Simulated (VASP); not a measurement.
# Al (Fm-3m) in VASP: further runs

Runs on Al. Level: RPBE+D3(BJ). Tasks: single point.

All numbers are computed with VASP 6.6.1; they aren't measurements. Logs are shortened: lines on timing, memory, paths and dates and some standing lists are left out, and cuts for length are marked.

### 1 The cell of the first run

Symmetry: Fm-3m, No. 225, cubic system. Conventional cell: a = 4.022 Å, b = 4.022 Å, c = 4.022 Å, α = 90.00°, β = 90.00°, γ = 90.00°. Al (site symmetry m-3m) has 12 Al at 2.84 Å within 3.7 Å.

### 2 Single point, RPBE+D3(BJ)

File INCAR:

```
PREC = Accurate
ENCUT = 520
EDIFF = 1E-6
ISMEAR = -5
SIGMA = 0.05
LREAL = F
LASPH = T
NELM = 80
ALGO = Fast
ISIF = 2
LWAVE = F
LCHARG = F
GGA = RP
IVDW = 12
NBANDS = 8
```

File KPOINTS:

```
regular mesh
0
Gamma
  11 11 11
```

File POSCAR:

```
Al
1.0
    0.0000000000      2.0112152952      2.0112152952
    2.0112152952      0.0000000000      2.0112152952
    2.0112152952      2.0112152952      0.0000000000
Al
1
Direct
    0.0000000000      0.0000000000      0.0000000000
```

Potentials or basis: VASP PAW PBE potentials, release 64 (Al).

The run is started by

```
cat potpaw_PBE.64/Al/POTCAR > POTCAR
mpirun -np 1 vasp_std > vasp.out
```

OUTCAR:

```text
PREC = Accurate
   ENCUT = 520
   EDIFF = 1E-6
   ISMEAR = -5
   LREAL = F
   LASPH = T
   NELM = 80
   ISIF = 2
   GGA = RP
   IVDW = 12
 IVDW          = 12

 ion  position               nearest neighbor table
   1  0.000  0.000  0.000-

  LATTYP: Found a face centered cubic cell.
 ALAT       =     4.0224305904

  Lattice vectors:

 A1 = (   0.0000000000,   2.0112152952,   2.0112152952)
 A2 = (   2.0112152952,   0.0000000000,   2.0112152952)
 A3 = (   2.0112152952,   2.0112152952,   0.0000000000)

Analysis of symmetry for initial positions (statically):
=====================================================================
 Subroutine PRICEL returns:
 Original cell was already a primitive cell.

 Routine SETGRP: Setting up the symmetry group for a
 face centered cubic supercell.

 Subroutine GETGRP returns: Found 48 space group operations
[... 9 lines left out ...]

 Routine SETGRP: Setting up the symmetry group for a
 face centered cubic supercell.

 Subroutine GETGRP returns: Found 48 space group operations
 (whereof 48 operations were pure point group operations)
 out of a pool of 48 trial point group operations.

The dynamic configuration has the point symmetry O_h .

 Subroutine INISYM returns: Found 48 space group operations
 (whereof 48 operations are pure point group operations),
 and found     1 'primitive' translations

----------------------------------------------------------------------------------------

                                     Primitive cell

  volume of cell :      16.2707

  direct lattice vectors                    reciprocal lattice vectors
     0.000000000  2.011215295  2.011215295    -0.248605906  0.248605906  0.248605906
     2.011215295  0.000000000  2.011215295     0.248605906 -0.248605906  0.248605906
     2.011215295  2.011215295  0.000000000     0.248605906  0.248605906 -0.248605906

  length of vectors
     2.844287947  2.844287947  2.844287947     0.430598060  0.430598060  0.430598060

  position of ions in fractional coordinates (direct lattice)
     0.000000000  0.000000000  0.000000000

  ion indices of the primitive-cell ions
   primitive index   ion index
                 1           1

----------------------------------------------------------------------------------------

 KPOINTS: regular mesh
[... 70 lines left out ...]
   EDIFF  = 0.1E-05   stopping-criterion for ELM
   LREAL  =      F    real-space projection
   EDIFFG = 0.1E-04   stopping-criterion for IOM
   NSW    =      0    number of steps for IOM
   IBRION =     -1    ionic relax: 0-MD 1-quasi-New 2-CG
   NFREE  =      0    steps in history (QN), initial steepest desc. (CG)
   ISIF   =      2    stress and relaxation
   ISYM   =      2    0-nonsym 1-usesym 2-fastsym
   POTIM  = 0.5000    time-step for ionic-motion
   TEBEG  =    0.0;   TEEND  =   0.0 temperature during run
   PSTRESS=    0.0 pullay stress
   NELECT =       3.0000    total number of electrons
   NUPDOWN=      -1.0000    fix difference up-down
   EMIN   =  10.00;   EMAX   =-10.00  energy-range for DOS
   EFERMI =   0.00;   METHOD = LEGACY
   ISMEAR =    -5;   SIGMA  =   0.05  broadening in eV -4-tet -1-fermi 0-gaus
   EFERMI_NEDOS =   21; number of points for ismear=-14 and -15
   IALGO  =     68    algorithm
   IMIX   =      4    mixing-type and parameters
     AMIX     =   0.40;   BMIX     =  1.00
     AMIX_MAG =   1.60;   BMIX_MAG =  1.00
  volume/ion in A,a.u.               =      16.27       109.80
  Fermi-wavevector in a.u.,A,eV,Ry     =   0.931780  1.760809 11.812767  0.868214
  Thomas-Fermi vector in A             =   2.058309
   LORBIT       =      0    0 simple, 1 ext, 2 COOP (PROOUT), +10 PAW based schemes
   GGA     = RP    functional components
   LHFCALC =     F    Hartree Fock is set to
   AEXX    =    0.0000 exact exchange contribution
   IVDW    =    12    specifies the selected vdW correction
   LEPSILON=     F    determine dielectric tensor
   LRPA    =     F    only Hartree local field effects (RPA)
 non-spin polarized calculation
 RMM-DIIS sequential band-by-band and
 Fermi weights with tetrahedron method with Bloechl corrections
  energy-cutoff  :      520.00
  volume of cell :       16.27
 maximum number of plane-waves:       448
 NGX is ok and might be reduce to    24
   NGX = 11   NGY = 11   NGZ = 11

 number of electron       3.0000000 magnetization

 Free energy of the ion-electron system (eV)
  ---------------------------------------------------
  ext. energy  EPLUGINS =         0.00000000
  ---------------------------------------------------
  free energy    TOTEN  =        -3.50481251 eV

  energy without entropy =       -3.50481251  energy(sigma->0) =       -3.50481251

 E-fermi :   8.2909     XC(G=0): -10.1905

 val. band max:        8.7372574726   @ k =  -0.3636   0.4545   0.1818
 cond. band min:       8.0698690850   @ k =  -0.3636   0.3636   0.0000
 fundamental gap:     -0.6673883876
 Fermi energy:         8.2909062924

 k-point     1 :       0.0000    0.0000    0.0000
  band No.  band energies     occupation
      1      -2.9926      2.00000
      2      20.9182      0.00000
      3      20.9182      0.00000
      4      20.9182      0.00000
      5      22.6453      0.00000
      6      22.6453      0.00000
      7      22.6453      0.00000
      8      24.7364      0.00000
[... 243 lines left out ...]
 k-point    24 :      -0.1818    0.1818    0.0000
  band No.  band energies     occupation
      1      -0.5928      2.00000
      2      12.0773      0.00000
      3      13.6150      0.00000
      4      20.2659      0.00000
      5      22.2841      0.00000
      6      23.2628      0.00000
      7      24.5516      0.00000
      8      25.4642      0.00000

 [... further k-points ...]

------------------------ aborting loop because EDIFF is reached ----------------------------------------

 Edisp (eV)   -1.80271

 E8    (eV) :    -1.2001

  FORCE on cell =-STRESS in cart. coord.  units (eV):
  Direction    XX          YY          ZZ          XY          YZ          ZX
  --------------------------------------------------------------------------------------
  -------------------------------------------------------------------------------------
  Total      -1.89813    -1.89813    -1.89813    -0.00000     0.00000    -0.00000
  in kB    -186.90953  -186.90953  -186.90953    -0.00000     0.00000    -0.00000
  external pressure =     -186.91 kB  Pullay stress =        0.00 kB

 VOLUME and BASIS-vectors are now :
 -----------------------------------------------------------------------------
  energy-cutoff  :      520.00
  volume of cell :       16.27
      direct lattice vectors                 reciprocal lattice vectors
     0.000000000  2.011215295  2.011215295    -0.248605906  0.248605906  0.248605906
     2.011215295  0.000000000  2.011215295     0.248605906 -0.248605906  0.248605906
     2.011215295  2.011215295  0.000000000     0.248605906  0.248605906 -0.248605906

 POSITION                                       TOTAL-FORCE (eV/Angst)
 -----------------------------------------------------------------------------------
      0.00000      0.00000      0.00000         0.000000     -0.000000     -0.000000
 -----------------------------------------------------------------------------------
    total drift:                                0.000000      0.000000     -0.000000

  FREE ENERGIE OF THE ION-ELECTRON SYSTEM (eV)
  ---------------------------------------------------
  free  energy   TOTEN  =        -5.3075184800 eV

  energy  without entropy=       -5.3075184800  energy(sigma->0) =       -5.30751848
```

stdout:

```text
POSCAR found type information on POSCAR Al
 POSCAR found :  1 types and       1 ions
 scaLAPACK will be used
 -----------------------------------------------------------------------------
|                                                                             |
[... 23 lines left out ...]
|     occupations, so forces and stress will be inaccurate. We suggest        |
|     using a different smearing scheme ISMEAR = 1 or 2 for metals in         |
|     relaxations.                                                            |
|                                                                             |
 -----------------------------------------------------------------------------
```

Run time: 15 s. Hardware: 1 thread of AMD EPYC 7R13, shared host; peak memory 0.11 GiB.

What came out:

* Free energy: -5.3075 eV
* Pressure: -18.7 GPa
* Dispersion energy per atom: -1.803 eV

Levels at points of the mesh, in eV from the Fermi level:
```tsv
k point	band 1	band 2	band 3	band 4
(0.00, 0.00, 0.00)	-11.28	12.63	12.63	12.63
```

Caveat: the PAW data sets were made with another functional, which shifts forces and pressure a little; pairwise dispersion overbinds metals, which lowers pressure and volume; tetrahedron occupations give inexact forces and stress in metals.

### 3 Single point, RPBE+D3(BJ)

This run uses another cell than the first one, of 16.60 Å³/atom, 1.020 times its volume.

File INCAR:

```
ALGO = Fast ; EDIFF = 1E-6
ENCUT = 520 ; GGA = RP
ISIF = 2 ; ISMEAR = -5
IVDW = 12 ; LASPH = T
LCHARG = F ; LREAL = F
LWAVE = F ; NBANDS = 8
NELM = 80 ; PREC = Accurate
SIGMA = 0.05
```

File KPOINTS:

```
k-points
0
Gamma
  11 11 11
```

File POSCAR:

```
Al
1.0
    0.0000000000      2.0248050000      2.0248050000
    2.0248050000      0.0000000000      2.0248050000
    2.0248050000      2.0248050000      0.0000000000
Al
1
Direct
    0.0000000000      0.0000000000      0.0000000000
```

Potentials or basis: VASP PAW PBE potentials, release 64 (Al).

The run is started by

```
cat potpaw_PBE.64/Al/POTCAR > POTCAR
mpirun -np 1 vasp_std > vasp.out
```

OUTCAR:

```text
EDIFF = 1E-6
   ENCUT = 520
   GGA = RP
   ISIF = 2
   ISMEAR = -5
   IVDW = 12
   LASPH = T
   LREAL = F
   NELM = 80
   PREC = Accurate
 IVDW          = 12

 ion  position               nearest neighbor table
   1  0.000  0.000  0.000-

  LATTYP: Found a face centered cubic cell.
 ALAT       =     4.0496100000

  Lattice vectors:

 A1 = (   0.0000000000,   2.0248050000,   2.0248050000)
 A2 = (   2.0248050000,   0.0000000000,   2.0248050000)
 A3 = (   2.0248050000,   2.0248050000,   0.0000000000)

Analysis of symmetry for initial positions (statically):
=====================================================================
 Subroutine PRICEL returns:
 Original cell was already a primitive cell.

 Routine SETGRP: Setting up the symmetry group for a
 face centered cubic supercell.

 Subroutine GETGRP returns: Found 48 space group operations
[... 9 lines left out ...]

 Routine SETGRP: Setting up the symmetry group for a
 face centered cubic supercell.

[... 153 lines left out ...]

 E-fermi :   8.0831     XC(G=0): -10.1179

 val. band max:        8.0277930081   @ k =  -0.4545   0.3636   0.0000
 cond. band min:       7.8265512258   @ k =  -0.3636   0.3636   0.0000
 fundamental gap:     -0.2012417824
 Fermi energy:         8.0831397480

 k-point     1 :       0.0000    0.0000    0.0000
  band No.  band energies     occupation
      1      -3.0645      2.00000
      2      20.5936      0.00000
      3      20.5936      0.00000
      4      20.5936      0.00000
      5      22.1671      0.00000
      6      22.1671      0.00000
      7      22.1671      0.00000
      8      24.3778      0.00000
[... 243 lines left out ...]
 k-point    24 :      -0.1818    0.1818    0.0000
  band No.  band energies     occupation
      1      -0.6959      2.00000
      2      11.8360      0.00000
      3      13.3106      0.00000
      4      19.8854      0.00000
      5      21.8886      0.00000
      6      22.9059      0.00000
      7      24.0930      0.00000
      8      25.0115      0.00000

 [... further k-points ...]

------------------------ aborting loop because EDIFF is reached ----------------------------------------

 Edisp (eV)   -1.76036

 E8    (eV) :    -1.1715

  FORCE on cell =-STRESS in cart. coord.  units (eV):
  Direction    XX          YY          ZZ          XY          YZ          ZX
  --------------------------------------------------------------------------------------
  -------------------------------------------------------------------------------------
  Total      -2.05315    -2.05315    -2.05315    -0.00000     0.00000    -0.00000
  in kB    -198.13034  -198.13034  -198.13034    -0.00000     0.00000    -0.00000
  external pressure =     -198.13 kB  Pullay stress =        0.00 kB

 VOLUME and BASIS-vectors are now :
 -----------------------------------------------------------------------------
  energy-cutoff  :      520.00
  volume of cell :       16.60
      direct lattice vectors                 reciprocal lattice vectors
     0.000000000  2.024805000  2.024805000    -0.246937359  0.246937359  0.246937359
     2.024805000  0.000000000  2.024805000     0.246937359 -0.246937359  0.246937359
     2.024805000  2.024805000  0.000000000     0.246937359  0.246937359 -0.246937359

 POSITION                                       TOTAL-FORCE (eV/Angst)
 -----------------------------------------------------------------------------------
      0.00000      0.00000      0.00000         0.000000     -0.000000     -0.000000
 -----------------------------------------------------------------------------------
    total drift:                               -0.000000      0.000000      0.000000

  FREE ENERGIE OF THE ION-ELECTRON SYSTEM (eV)
  ---------------------------------------------------
  free  energy   TOTEN  =        -5.2681704443 eV

  energy  without entropy=       -5.2681704443  energy(sigma->0) =       -5.26817044
```

OSZICAR:

```text
N       E                     dE             d eps       ncg     rms          rms(c)
DAV:   1    -0.202121902861E+01   -0.20212E+01   -0.82559E+02   896   0.201E+02
DAV:   2    -0.352098446946E+01   -0.14998E+01   -0.14807E+01  1248   0.192E+01
DAV:   3    -0.352889613694E+01   -0.79117E-02   -0.79367E-02  1208   0.158E+00
DAV:   4    -0.352891292588E+01   -0.16789E-04   -0.16780E-04  1352   0.657E-02
DAV:   5    -0.352891297473E+01   -0.48848E-07   -0.49965E-07  1192   0.206E-03    0.184E+00
RMM:   6    -0.351712224603E+01    0.11791E-01   -0.99786E-04   896   0.213E-01    0.107E+00
RMM:   7    -0.350780432119E+01    0.93179E-02   -0.33647E-03  1001   0.367E-01    0.165E-01
RMM:   8    -0.350781301797E+01   -0.86968E-05   -0.13493E-04   998   0.817E-02    0.106E-02
RMM:   9    -0.350781485926E+01   -0.18413E-05   -0.15727E-05  1022   0.234E-02    0.116E-02
RMM:  10    -0.350781401144E+01    0.84783E-06   -0.34972E-06  1039   0.118E-02
   1 F= -.52681704E+01 E0= -.52681704E+01  d E =0.000000E+00
```

stdout:

```text
POSCAR found type information on POSCAR Al
 POSCAR found :  1 types and       1 ions
 scaLAPACK will be used
 -----------------------------------------------------------------------------
|                                                                             |
[... 23 lines left out ...]
|     occupations, so forces and stress will be inaccurate. We suggest        |
|     using a different smearing scheme ISMEAR = 1 or 2 for metals in         |
|     relaxations.                                                            |
|                                                                             |
 -----------------------------------------------------------------------------
```

Run time: 15 s. Hardware: 1 thread of AMD EPYC 7R13, shared host; peak memory 0.11 GiB.

What came out:

* Free energy: -5.2682 eV
* Pressure: -19.8 GPa
* Dispersion energy per atom: -1.760 eV

Caveat: the PAW data sets were made with another functional, which shifts forces and pressure a little; pairwise dispersion overbinds metals, which lowers pressure and volume; tetrahedron occupations give inexact forces and stress in metals.

### 4 Single point, RPBE+D3(BJ)

This run uses another cell than the first one, of 16.93 Å³/atom, 1.041 times its volume.

File INCAR:

```
SYSTEM = Al
PREC     = Accurate       ! precision mode
ENCUT    = 520            ! plane-wave cutoff, eV
EDIFF    = 1E-7           ! SCF threshold, eV
ISMEAR   = -5             ! smearing method
SIGMA    = 0.05           ! smearing width, eV
LREAL    = .FALSE.        ! projectors in reciprocal space
LASPH    = .TRUE.         ! aspherical terms in the spheres
NELM     = 80             ! most SCF steps
ALGO     = Normal         ! electronic algorithm
ISIF     = 2              ! what is computed and relaxed
LWAVE    = .FALSE.        ! write WAVECAR
LCHARG   = .FALSE.        ! write CHGCAR
GGA      = RP             ! functional
IVDW     = 12             ! dispersion correction
NBANDS   = 8              ! bands
```

File KPOINTS:

```
regular mesh
0
G
  11 11 11
  0 0 0
```

File POSCAR:

```
Al
1.0
    0.0000000000      2.0382146954      2.0382146954
    2.0382146954      0.0000000000      2.0382146954
    2.0382146954      2.0382146954      0.0000000000
Al
1
Direct
    0.0000000000      0.0000000000      0.0000000000
```

The run is started by

```
cat potpaw_PBE.64/Al/POTCAR > POTCAR
mpirun -np 1 vasp_std > vasp.out
```

Run time: 18 s. Hardware: 1 thread of AMD EPYC 7R13, shared host; peak memory 0.11 GiB.

It converged, with:

- Free energy: -5.2267 eV
- Pressure: -20.8 GPa
- Dispersion energy per atom: -1.719 eV

Levels at points of the mesh, in eV from the Fermi level:
```tsv
k point	band 1	band 2	band 3	band 4
(0.00, 0.00, 0.00)	-11.02	12.40	12.40	12.40
```

Caveat: the PAW data sets were made with another functional, which shifts forces and pressure a little; pairwise dispersion overbinds metals, which lowers pressure and volume; tetrahedron occupations give inexact forces and stress in metals.

### 5 Single point, RPBE+D3(BJ)

This run uses another cell than the first one, of 17.27 Å³/atom, 1.061 times its volume.

File INCAR:

```
ALGO = Normal
EDIFF = 1E-6
ENCUT = 520
GGA = RP
ISIF = 2
ISMEAR = -5
IVDW = 12
LASPH = True
LCHARG = True
LELF = True
LREAL = False
LVHAR = True
LWAVE = False
NBANDS = 8
NELM = 60
PREC = Accurate
SIGMA = 0.05
```

File KPOINTS:

```
k-points
0
Gamma
  11 11 11
```

File POSCAR:

```
Al
1.0
    0.0000000000      2.0514502267      2.0514502267
    2.0514502267      0.0000000000      2.0514502267
    2.0514502267      2.0514502267      0.0000000000
Al
1
Direct
    0.0000000000      0.0000000000      0.0000000000
```

The run is started by

```
cat potpaw_PBE.64/Al/POTCAR > POTCAR
mpirun -np 1 vasp_std > vasp.out
```

It took 16 s on 1 thread of AMD EPYC 7R13, shared host; peak memory 0.11 GiB.

It converged, with:

```
Free energy                : -5.1833 eV
Pressure                   : -21.6 GPa
Dispersion energy per atom : -1.679 eV
```

Levels at points of the mesh, in eV from the Fermi level:
| k point | band 1 | band 2 | band 3 | band 4 | band 5 | band 6 |
| --- | --- | --- | --- | --- | --- | --- |
| (0.00, 0.00, 0.00) | -10.89 | 12.29 | 12.29 | 12.29 | 13.57 | 13.57 |

Caveat: the PAW data sets were made with another functional, which shifts forces and pressure a little; pairwise dispersion overbinds metals, which lowers pressure and volume; tetrahedron occupations give inexact forces and stress in metals.

### 6 Overview

| cell | gap on the mesh (eV) | pressure (GPa) |
| --- | --- | --- |
| a = 2.844 Å, angles 60.0°, 1 atom | none | -18.7 |
| a = 2.864 Å, angles 60.0°, 1 atom | none | -19.8 |
| a = 2.882 Å, angles 60.0°, 1 atom | none | -20.8 |
| a = 2.901 Å, angles 60.0°, 1 atom | none | -21.6 |

Alike in all rows: task single point; level RPBE+D3(BJ); potentials or basis VASP PAW PBE potentials, release 64 (Al); no spin polarisation; k mesh 11 × 11 × 11; cutoff (eV) 520; smearing tetrahedron.

Caveats: the PAW data sets were made with another functional, which shifts forces and pressure a little; pairwise dispersion overbinds metals, which lowers pressure and volume; tetrahedron occupations give inexact forces and stress in metals.

Absolute energies hang on the potentials; compare differences alone.
